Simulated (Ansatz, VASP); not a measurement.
## Two plane-wave programs on RuBrF3

INCAR

```
PREC = Accurate
ENCUT = 600
EDIFF = 1E-6
ISMEAR = 0
SIGMA = 0.1
LREAL = False
LASPH = True
NELM = 150
ALGO = Normal
ISIF = 3
LWAVE = False
LCHARG = False
ISPIN = 2
MAGMOM = 1 0 0 0 0
LORBIT = 11
LMAXMIX = 4
GGA = PE
IBRION = 2
NSW = 90
EDIFFG = -0.04
```

The input KPOINTS:

```
Automatic mesh
0
Gamma
  4 4 4
```

Contents of POSCAR:

```
RuBrF3
1.0
    4.1011039000      0.0000000000      0.0000000000
    0.0000000000      4.1011039000      0.0000000000
    0.0000000000      0.0000000000      4.1011039000
Ru Br F
1 1 3
Direct
    0.5000000000      0.5000000000      0.5000000000
    0.0000000000      0.0000000000      0.0000000000
    0.0000000000      0.5000000000      0.5000000000
    0.5000000000      0.0000000000      0.5000000000
    0.5000000000      0.5000000000      0.0000000000
```

Input for Ansatz:

```yaml
crystal:
  lattice:
    - [4.1011039, 0.0, 0.0]
    - [0.0, 4.1011039, 0.0]
    - [0.0, 0.0, 4.1011039]
  atoms:
    - { symbol: Ru, position: [0.5, 0.5, 0.5], spin: 1.0 }
    - { symbol: Br, position: [0.0, 0.0, 0.0] }
    - { symbol: F, position: [0.0, 0.5, 0.5] }
    - { symbol: F, position: [0.5, 0.0, 0.5] }
    - { symbol: F, position: [0.5, 0.5, 0.0] }
basis:
  ecutwfc: 420
kpoints:
  mp_grid: { grid: [4, 4, 4] }
hamiltonian:
  xc: pbe
scf:
  occupations: { method: gaussian, width: 0.1 }
  lower_state_search: "off"
output:
  forces: true
  stress: true
  eigenvalues: true
  populations: true
magnetization:
  spin_polarized: true
relax:
  adjacent_minimum: "off"
  f_tol: 0.04
  max_steps: 70
  cell: { stress_tol: 0.4 }
```

Change from the starting cell: species swapped into the CsHgF3 type (Pm-3m, No. 221).

Alike in both runs: task relaxation of cell and atoms; functional PBE; k mesh 4 × 4 × 4; occupations gaussian, width 0.1 eV; collinear spin.

|  | VASP | Ansatz |
| --- | --- | --- |
| version | VASP 6.6.1 | Ansatz 0.2.0 |
| potentials or method | VASP PAW PBE potentials, release 64 (Ru_pv, Br, F), cutoff 600 eV | scalar-relativistic, plane waves, PAW |
| valence electrons in the cell | 42 | 44 |

|  | VASP | Ansatz | Ansatz less VASP |
| --- | --- | --- | --- |
| gap on the k mesh at the Fermi level, each at its own relaxed structure (eV) | none | none | - |
| net moment per atom (μB) | 0.66 | 0.66 | 0.000 |
| size of the moment on the site where the two differ most (μB) | 1.98 | 1.59 | -0.397 |
| relaxed volume (Å³/atom) | 14.57 | 14.57 | +0.005 |
| relaxed cell length with the largest relative difference (Å) | 4.176 | 4.177 | +0.0005 |

Site moments also hang on the region over which each program counts them. A gap of «none» marks a metal or a gap that the smearing closes. VASP's potentials hold 42 valence electrons a cell and Ansatz's 44, so a difference there can come from the potentials and not from the codes.

The k mesh is coarse, so the values compare programs but aren't converged.
